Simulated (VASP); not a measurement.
AlCo:

```
CELL_PARAMETERS angstrom
2.85190 0.00000 0.00000
0.00000 2.85190 0.00000
0.00000 0.00000 2.85190
ATOMIC_POSITIONS crystal
Al 0.00000 0.00000 0.00000
Co 0.50000 0.50000 0.50000
```

```yaml
Program: VASP 6.6.1
Task: relaxation of cell and atoms
Functional: LDA
Potentials_or_basis: VASP PAW LDA potentials, release 64 (Al, Co)
Cutoff: 600 eV
k_mesh: 14 × 14 × 14
Occupations: gaussian, width 0.1 eV
Spin: no spin polarisation
```

At the start: pressure -11.0 GPa; volume 11.60 Å³/atom.

How do energy, volume and symmetry change on relaxing?

Over 6 steps the energy falls by 24.8 meV/atom and the volume is 10.92 Å³/atom (-5.9 %); space group Pm-3m (No. 221, to 0.05 Å).

The path:
```csv
step,energy change (eV),largest force (eV/Å),pressure (GPa),volume (Å³)
1,0.0000,0.0000,-11.04,23.20
2,-0.0005,0.0000,13.48,20.61
3,-0.0495,0.0000,-0.10,21.85
4,-0.0495,0.0000,0.12,21.82
5,-0.0495,0.0000,-0.09,21.84
6,-0.0495,0.0000,0.00,21.83
```

Final structure:
```
Al Co
1.0
     2.79498    0.00000    0.00000
     0.00000    2.79498    0.00000
     0.00000    0.00000    2.79498
Al Co
1 1
Direct
  0.00000 0.00000 0.00000
  0.50000 0.50000 0.50000
```
